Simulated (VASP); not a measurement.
# CuI (Pmmn) in VASP: single point with PBEsol

Aim: the single point of CuI with PBEsol.

Everything below comes from runs of VASP 6.6.1. Logs are shortened: lines on timing, memory, paths and dates and some standing lists are left out, and cuts for length are marked.

**1. The cell of the first run**

The structure is orthorhombic, space group Pmmn (No. 59). The conventional cell has a = 3.902 Å, b = 4.102 Å, c = 6.481 Å, α = 90.00°, β = 90.00°, γ = 90.00°. Within 3.4 Å of Cu (site symmetry mm2) lie 4 I at 2.58 to 2.66 Å and 4 Cu at 2.83 Å. I (site symmetry mm2) has 4 Cu at 2.58 to 2.66 Å within 3.4 Å.

**2. Single point, PBEsol (strain +0.0250 x Voigt [1, -1, 0, 0, 0, 0])**

File INCAR:

```
SYSTEM = CuI
PREC = Accurate
ENCUT = 520
EDIFF = 1E-7
ISMEAR = 0
SIGMA = 0.05
LREAL = .FALSE.
LASPH = .TRUE.
NELM = 100
ALGO = Normal
ISIF = 2
LWAVE = .FALSE.
LCHARG = .TRUE.
GGA = PS
LELF = .TRUE.
LVHAR = .TRUE.
NBANDS = 26
```

File KPOINTS:

```
regular mesh
0
G
  8 8 4
  0 0 0
```

File POSCAR:

```
CuI
1.0
    4.1020332170      0.0000000000      0.0000000000
    0.0000000000      3.9019340356      0.0000000000
    0.0000000000      0.0000000000      6.4805233832
Cu I
2 2
Direct
    0.5000000000      0.5000000000      0.0000000000
    0.0000000000      0.0000000000      0.0000000000
    0.5000000000      0.0000000000      0.2615206259
    0.0000000000      0.5000000000      0.7384793741
```

Potentials or basis: VASP PAW PBE potentials, release 64 (Cu, I).

Started as:

```console
cat potpaw_PBE.64/Cu/POTCAR potpaw_PBE.64/I/POTCAR > POTCAR
mpirun -np 1 vasp_std > vasp.out
```

OUTCAR:

```text
SYSTEM = CuI
   PREC = Accurate
   ENCUT = 520
   EDIFF = 1E-7
   ISMEAR = 0
   LREAL = .FALSE.
   LASPH = .TRUE.
   NELM = 100
   ISIF = 2
   GGA = PS

 ion  position               nearest neighbor table
   1  0.500  0.500  0.000-   3 2.58   3 2.58   4 2.66   4 2.66
   2  0.000  0.000  0.000-   4 2.58   4 2.58   3 2.66   3 2.66
   3  0.500  0.000  0.262-   1 2.58   1 2.58   2 2.66   2 2.66
   4  0.000  0.500  0.738-   2 2.58   2 2.58   1 2.66   1 2.66

  LATTYP: Found a simple orthorhombic cell.
 ALAT       =     3.9019340356
 B/A-ratio  =     1.0512820513
 C/A-ratio  =     1.6608490364

  Lattice vectors:

 A1 = (   0.0000000000,  -3.9019340356,   0.0000000000)
 A2 = (   4.1020332170,   0.0000000000,   0.0000000000)
 A3 = (   0.0000000000,   0.0000000000,   6.4805233832)

Analysis of symmetry for initial positions (statically):
=====================================================================
 Subroutine PRICEL returns:
 Original cell was already a primitive cell.

 Routine SETGRP: Setting up the symmetry group for a
 simple orthorhombic supercell.

 Subroutine GETGRP returns: Found  8 space group operations
 (whereof  4 operations were pure point group operations)
 out of a pool of  8 trial point group operations.

The static configuration has the point symmetry C_2v.
 The point group associated with its full space group is D_2h.

Analysis of symmetry for dynamics (positions and initial velocities):
=====================================================================
 Subroutine PRICEL returns:
 Original cell was already a primitive cell.

 Routine SETGRP: Setting up the symmetry group for a
 simple orthorhombic supercell.

 Subroutine GETGRP returns: Found  8 space group operations
 (whereof  4 operations were pure point group operations)
 out of a pool of  8 trial point group operations.

The dynamic configuration has the point symmetry C_2v.
 The point group associated with its full space group is D_2h.

 Subroutine INISYM returns: Found  8 space group operations
 (whereof  4 operations are pure point group operations),
 and found     1 'primitive' translations

----------------------------------------------------------------------------------------

                                     Primitive cell

  volume of cell :     103.7264

  direct lattice vectors                    reciprocal lattice vectors
     4.102033217  0.000000000  0.000000000     0.243781546  0.000000000  0.000000000
     0.000000000  3.901934036  0.000000000     0.000000000  0.256283164  0.000000000
     0.000000000  0.000000000  6.480523383     0.000000000  0.000000000  0.154308524

  length of vectors
     4.102033217  3.901934036  6.480523383     0.243781546  0.256283164  0.154308524

  position of ions in fractional coordinates (direct lattice)
     0.500000000  0.500000000  0.000000000
     0.000000000  0.000000000  0.000000000
     0.500000000  0.000000000  0.261520626
     0.000000000  0.500000000  0.738479374

  ion indices of the primitive-cell ions
   primitive index   ion index
                 1           1
                 2           2
                 3           3
                 4           4

----------------------------------------------------------------------------------------

 KPOINTS: regular mesh

Automatic generation of k-mesh.
 Grid dimensions read from file:
 generate k-points for:    8    8    4

 Generating k-lattice:

  Cartesian coordinates                     Fractional coordinates (reciprocal lattice)
     0.030472693  0.000000000  0.000000000     0.125000000  0.000000000  0.000000000
     0.000000000  0.032035395  0.000000000     0.000000000  0.125000000  0.000000000
     0.000000000  0.000000000  0.038577131     0.000000000  0.000000000  0.250000000

  Length of vectors
     0.030472693  0.032035395  0.038577131

  Shift w.r.t. Gamma in fractional coordinates (k-lattice)
     0.000000000  0.000000000  0.000000000

 Subroutine IBZKPT returns following result:
 ===========================================

 Found     75 irreducible k-points:

 Following reciprocal coordinates:
            Coordinates               Weight
  0.000000  0.000000  0.000000      1.000000
  0.125000  0.000000  0.000000      2.000000
  0.250000  0.000000  0.000000      2.000000
  0.375000  0.000000  0.000000      2.000000
  0.500000  0.000000  0.000000      1.000000
  0.000000  0.125000  0.000000      2.000000
[... 16 lines left out ...]
  0.250000  0.500000  0.000000      2.000000
  0.375000  0.500000  0.000000      2.000000
 [... further k-points ...]
   k-points           NKPTS =     75   k-points in BZ     NKDIM =     75   number of bands    NBANDS=     26
   number of dos      NEDOS =    301   number of ions     NIONS =      4
   total plane-waves  NPLWV =  46080
   dimension x,y,z NGX =    32 NGY =   30 NGZ =   48
   dimension x,y,z NGXF=    64 NGYF=   60 NGZF=   96
   ions per type =               2   2
   NGX,Y,Z   is equivalent  to a cutoff of  12.97, 12.78, 12.31 a.u.
   NGXF,Y,Z  is equivalent  to a cutoff of  25.94, 25.56, 24.63 a.u.
 SYSTEM =  CuI
   PREC   = accura    normal or accurate (medium, high low for compatibility)
   ISTART =      0    job   : 0-new  1-cont  2-samecut
   ICHARG =      2    charge: 1-file 2-atom 10-const
   ISPIN  =      1    spin polarized calculation?
   LNONCOLLINEAR =      F non collinear calculations
   LSORBIT =      F    spin-orbit coupling
   LASPH  =      T    aspherical Exc in radial PAW
   ENCUT  =  520.0 eV  38.22 Ry    6.18 a.u.   7.63  7.26 12.05*2*pi/ulx,y,z
   NELM   =    100;   NELMIN=  2; NELMDL= -5     # of ELM steps
   EDIFF  = 0.1E-06   stopping-criterion for ELM
   LREAL  =      F    real-space projection
   EDIFFG = 0.1E-05   stopping-criterion for IOM
   NSW    =      0    number of steps for IOM
   IBRION =     -1    ionic relax: 0-MD 1-quasi-New 2-CG
   NFREE  =      0    steps in history (QN), initial steepest desc. (CG)
   ISIF   =      2    stress and relaxation
   ISYM   =      2    0-nonsym 1-usesym 2-fastsym
   POTIM  = 0.5000    time-step for ionic-motion
   TEBEG  =    0.0;   TEEND  =   0.0 temperature during run
   PSTRESS=    0.0 pullay stress
   NELECT =      36.0000    total number of electrons
   NUPDOWN=      -1.0000    fix difference up-down
   EMIN   =  10.00;   EMAX   =-10.00  energy-range for DOS
   EFERMI =   0.00;   METHOD = LEGACY
   ISMEAR =     0;   SIGMA  =   0.05  broadening in eV -4-tet -1-fermi 0-gaus
   EFERMI_NEDOS =   21; number of points for ismear=-14 and -15
   IALGO  =     38    algorithm
   IMIX   =      4    mixing-type and parameters
     AMIX     =   0.40;   BMIX     =  1.00
     AMIX_MAG =   1.60;   BMIX_MAG =  1.00
  volume/ion in A,a.u.               =      25.93       175.00
  Fermi-wavevector in a.u.,A,eV,Ry     =   1.150481  2.174093 18.008745  1.323605
  Thomas-Fermi vector in A             =   2.287144
   LORBIT       =      0    0 simple, 1 ext, 2 COOP (PROOUT), +10 PAW based schemes
   GGA     = PS    functional components
   LHFCALC =     F    Hartree Fock is set to
   AEXX    =    0.0000 exact exchange contribution
   IVDW    =     0    specifies the selected vdW correction
   LEPSILON=     F    determine dielectric tensor
   LRPA    =     F    only Hartree local field effects (RPA)
 non-spin polarized calculation
 Gauss-broadening in eV      SIGMA  =   0.05
  energy-cutoff  :      520.00
  volume of cell :      103.73
 maximum number of plane-waves:      2822
 NGX is ok and might be reduce to    32
   NGX = 15   NGY = 15   NGZ = 25

 number of electron      35.9999983 magnetization

 Free energy of the ion-electron system (eV)
  ---------------------------------------------------
  ext. energy  EPLUGINS =         0.00000000
  ---------------------------------------------------
  free energy    TOTEN  =       -12.61301396 eV

  energy without entropy =      -12.61301396  energy(sigma->0) =      -12.61301396

 E-fermi :   5.2366     XC(G=0):  -9.4429

 val. band max:        5.0016041786   @ k =   0.0000   0.0000   0.0000
 cond. band min:       6.4067859850   @ k =   0.0000   0.0000   0.0000
 fundamental gap:      1.4051818064
 Fermi energy:         5.2365962921

 k-point     1 :       0.0000    0.0000    0.0000
  band No.  band energies     occupation
      1      -9.2920      2.00000
      2      -8.5227      2.00000
      3      -1.2636      2.00000
      4       0.8860      2.00000
      5       1.0766      2.00000
      6       1.1914      2.00000
[... 18 lines left out ...]
     25      13.1913      0.00000
     26      13.4915      0.00000

 k-point     2 :       0.1250    0.0000    0.0000
  band No.  band energies     occupation
      1      -9.2323      2.00000
      2      -8.5121      2.00000
      3      -1.1605      2.00000
      4       0.8498      2.00000
      5       0.8962      2.00000
      6       1.1334      2.00000
[... 18 lines left out ...]
     25      13.2360      0.00000
     26      13.6778      0.00000

 k-point     3 :       0.2500    0.0000    0.0000
  band No.  band energies     occupation
      1      -9.0697      2.00000
      2      -8.4995      2.00000
      3      -0.8754      2.00000
      4       0.3172      2.00000
      5       0.4610      2.00000
      6       0.9382      2.00000
[... 18 lines left out ...]
     25      12.4151      0.00000
     26      13.2323      0.00000

 k-point     4 :       0.3750    0.0000    0.0000
  band No.  band energies     occupation
      1      -8.8532      2.00000
      2      -8.5331      2.00000
      3      -0.5508      2.00000
      4      -0.2490      2.00000
      5       0.1327      2.00000
      6       0.7549      2.00000
[... 18 lines left out ...]
     25      11.8034      0.00000
     26      12.3817      0.00000

 k-point     5 :       0.5000    0.0000    0.0000
  band No.  band energies     occupation
      1      -8.6541      2.00000
      2      -8.6541      2.00000
      3      -0.4788      2.00000
      4      -0.4788      2.00000
      5       0.3760      2.00000
      6       0.3760      2.00000
[... 18 lines left out ...]
     25      11.7728      0.00000
     26      11.7728      0.00000

 k-point     6 :       0.0000    0.1250    0.0000
  band No.  band energies     occupation
      1      -9.2181      2.00000
      2      -8.4944      2.00000
      3      -1.1449      2.00000
      4       0.8814      2.00000
      5       0.9762      2.00000
      6       1.1036      2.00000
[... 427 lines left out ...]
 k-point    21 :       0.0000    0.5000    0.0000
  band No.  band energies     occupation
      1      -8.5293      2.00000
      2      -8.5293      2.00000
      3      -0.5785      2.00000
      4      -0.5785      2.00000
      5       0.4478      2.00000
      6       0.4478      2.00000
[... 18 lines left out ...]
     25      11.2336      0.00000
     26      11.2336      0.00000

 k-point    22 :       0.1250    0.5000    0.0000
  band No.  band energies     occupation
      1      -8.4926      2.00000
      2      -8.4926      2.00000
      3      -0.5871      2.00000
      4      -0.5871      2.00000
      5       0.5114      2.00000
      6       0.5114      2.00000
[... 18 lines left out ...]
     25      12.6544      0.00000
     26      12.6544      0.00000

 k-point    23 :       0.2500    0.5000    0.0000
  band No.  band energies     occupation
      1      -8.4007      2.00000
      2      -8.4007      2.00000
      3      -0.6553      2.00000
      4      -0.6553      2.00000
      5       0.6832      2.00000
      6       0.6832      2.00000
[... 18 lines left out ...]
     25      13.0635      0.00000
     26      13.0635      0.00000

 k-point    24 :       0.3750    0.5000    0.0000
  band No.  band energies     occupation
      1      -8.3036      2.00000
      2      -8.3036      2.00000
      3      -0.8016      2.00000
      4      -0.8016      2.00000
      5       0.8880      2.00000
      6       0.8880      2.00000
[... 18 lines left out ...]
     25      13.7021      0.00000
     26      13.7021      0.00000

 [... further k-points ...]
[... 5 lines left out ...]
  --------------------------------------------------------------------------------------
  -------------------------------------------------------------------------------------
  Total       -1.1029374      1.5842873      0.1742394      0.0000000      0.0000000      0.0000000
  in kB      -17.0361818     24.4712046      2.6913348      0.0000000      0.0000000      0.0000000
  external PRESSURE =       3.3754526 kB  Pullay stress =       0.0000000 kB

 VOLUME and BASIS-vectors are now :
 -----------------------------------------------------------------------------
  energy-cutoff  :      520.00
  volume of cell :      103.73
      direct lattice vectors                 reciprocal lattice vectors
     4.102033217  0.000000000  0.000000000     0.243781546  0.000000000  0.000000000
     0.000000000  3.901934036  0.000000000     0.000000000  0.256283164  0.000000000
     0.000000000  0.000000000  6.480523383     0.000000000  0.000000000  0.154308524

 POSITION                                       TOTAL-FORCE (eV/Angst)
 -----------------------------------------------------------------------------------
      2.05102      1.95097      0.00000         0.000000      0.000000     -0.177671
      0.00000      0.00000      0.00000         0.000000      0.000000      0.177671
      2.05102      0.00000      1.69479         0.000000      0.000000      0.052705
      0.00000      1.95097      4.78573         0.000000      0.000000     -0.052705
 -----------------------------------------------------------------------------------
    total drift:                                0.000000     -0.000000     -0.000000

  FREE ENERGIE OF THE ION-ELECTRON SYSTEM (eV)
  ---------------------------------------------------
  free  energy   TOTEN  =       -12.6130139649 eV

  energy  without entropy=      -12.6130139649  energy(sigma->0) =      -12.61301396
```

Wall time 2 min (1 thread of Intel Xeon Platinum 8488C (Sapphire Rapids), shared host); peak memory 0.32 GiB.

Results:

```yaml
Free_energy: -12.6130 eV
Pressure: 0.3 GPa
Largest_force: 0.178 eV/Å
Band_gap_on_the_k_mesh: 1.41 eV, direct
```

Forces in eV/Å, atoms in the order of the input:
```
Cu   0.000  0.000 -0.178
Cu   0.000  0.000  0.178
I    0.000  0.000  0.053
I    0.000  0.000 -0.053
```

Caveat: the cell differs from its parent crystal (strain +0.0250 x Voigt [1, -1, 0, 0, 0, 0]); the PAW data sets were made with another functional, which shifts forces and pressure a little; spin-orbit coupling is left out, which moves the levels of the heavy elements; this functional lacks dispersion, which binds the layers, so the pressure and a relaxed spacing across them are unreliable. A k mesh can miss the band edges.
